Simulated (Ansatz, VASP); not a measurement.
# GaCuSe2 in VASP and in Ansatz

```
CELL_PARAMETERS angstrom
-2.80413 2.80413 5.54928
2.80413 -2.80413 5.54928
2.80413 2.80413 -5.54928
ATOMIC_POSITIONS crystal
Ga 0.50000 0.50000 0.00000
Ga 0.25000 0.75000 0.50000
Cu 0.00000 0.00000 0.00000
Cu 0.75000 0.25000 0.50000
Se 0.37500 0.37136 0.49636
Se 0.62864 0.12500 0.00364
Se 0.87500 0.87864 0.50364
Se 0.12136 0.62500 0.99636
```

Alike in both runs: task single point; functional PBE; k mesh 6 × 6 × 6; occupations fermi-dirac, width 0.02 eV; no spin polarisation.

|  | VASP | Ansatz |
| --- | --- | --- |
| version | VASP 6.6.1 | Ansatz 0.2.0 |
| potentials or method | VASP PAW PBE potentials, release 64 (Ga_d, Cu, Se) | plane waves, PAW |
| plane-wave cutoff (eV) | 520 | 420 |
| valence electrons in the cell | 72 | 128 |

|  | VASP | Ansatz | Ansatz less VASP |
| --- | --- | --- | --- |
| pressure (GPa) | 2.7 | 2.5 | -0.20 |
| rms of the force components (eV/Å) | 0.062 | 0.068 | +0.0052 |

Atom by atom the forces differ by 0.005 eV/Å (rms over components). The functional is the same, so the differences come from potentials, cutoffs and numerics. VASP's potentials hold 72 valence electrons a cell and Ansatz's 128, so a difference there can come from the potentials and not from the codes.
